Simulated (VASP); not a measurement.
# MgSn3S6: single point with PBE

Crystal: MgSn3S6.

```xyz
10
Lattice="6.4728 0.0000 0.0000 -3.2364 5.6056 0.0000 0.0000 0.0000 6.7949" Properties=species:S:1:pos:R:3 pbc="T T T"
Mg    0.0000    0.0000    0.0000
Sn    0.0000    3.7371    0.0000
Sn    3.2364    1.8685    0.0000
Sn    0.0000    0.0000    3.3975
S     2.1943    0.0000    1.4606
S    -1.0971    1.9003    1.4606
S     2.1393    3.7054    1.4606
S    -2.1393    3.7054    5.3343
S     4.2786    0.0000    5.3343
S     1.0971    1.9003    5.3343
```

The cell was generated, and may not be a known phase.

* Program: VASP 6.6.1
* Task: single point
* Functional: PBE
* Potentials or basis: VASP PAW PBE potentials, release 64 (Mg, Sn_d, S)
* Cutoff: 520 eV
* k mesh: 6 × 6 × 6
* Occupations: gaussian, width 0.01 eV
* Spin: no spin polarisation

```
Pressure               : -0.1 GPa
Largest force          : 0.005 eV/Å
Band gap on the k mesh : 0.26 eV (least direct gap 0.64 eV)
```

Forces on the atoms (eV/Å):
```
Mg   0.000  0.000  0.000
Sn   0.000  0.000  0.000
Sn   0.000  0.000  0.000
Sn   0.000  0.000  0.000
S   -0.001  0.000 -0.005
S    0.001 -0.001 -0.005
S    0.001  0.001 -0.005
S   -0.001  0.001  0.005
S    0.001  0.000  0.005
S   -0.001 -0.001  0.005
```

Levels at points of the mesh, in eV from the valence-band top:
| k point | band 38 | band 39 | band 40 | band 41 | band 42 | band 43 |
| --- | --- | --- | --- | --- | --- | --- |
| (0.00, 0.00, 0.00) | -1.05 | -1.02 | -1.02 | 1.50 | 2.46 | 2.57 |
| (0.50, 0.00, 0.00) | -1.16 | -0.96 | -0.63 | 1.02 | 1.35 | 1.95 |
| (0.00, 0.00, 0.50) | -1.01 | -1.01 | -0.55 | 0.26 | 1.74 | 1.74 |
| (0.50, 0.00, 0.50) | -1.34 | -1.17 | -0.48 | 0.42 | 1.73 | 2.87 |

It took 7.7 min on 1 thread of AMD EPYC 7R13 Processor (Zen 3) (shared host), peak memory 0.53 GiB.

Caveat: semilocal functionals underestimate gaps, and a narrow one can read as zero; spin-orbit coupling is left out, which moves the levels of the heavy elements. A k mesh can miss the band edges.
